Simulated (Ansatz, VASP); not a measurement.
Two plane-wave programs on Ga

```xyz
2
Lattice="1.3548 -3.9443 0.0000 1.3548 3.9443 0.0000 -0.1150 0.0000 3.2620" Properties=species:S:1:pos:R:3 pbc="T T T"
Ga    1.2685    2.9109    2.4465
Ga    1.3260   -2.9109    0.8155
```

Alike in both runs: task single point; functional r2SCAN; k mesh 10 × 10 × 8; occupations fermi-dirac, width 0.05 eV; no spin polarisation.

```csv
,VASP,Ansatz
version,VASP 6.6.1,Ansatz 0.2.0
potentials or method,"VASP PAW PBE potentials, release 64 (Ga_d)",Ansatz PAW
plane-wave cutoff (eV),520,500
valence electrons in the cell,26,26
```

VASP gave:

```
gap on the k mesh at the Fermi level (eV)                     : none
pressure (GPa)                                                : 2.7
traceless stress, the component that is largest in VASP (GPa) : -0.96
rms of the force components (eV/Å)                            : 0.142
```

Q: Estimate Ansatz's values.

A: gap on the k mesh at the Fermi level (eV): none; pressure (GPa): 2.7; traceless stress, the component that is largest in VASP (GPa): -0.95; rms of the force components (eV/Å): 0.138.

VASP's potentials were made for PBE, not for r2SCAN. Atom by atom the forces differ by 0.004 eV/Å (rms over components). A gap of «none» marks a metal or a gap that the smearing closes. The functional is the same, so the differences come from potentials, cutoffs and numerics.
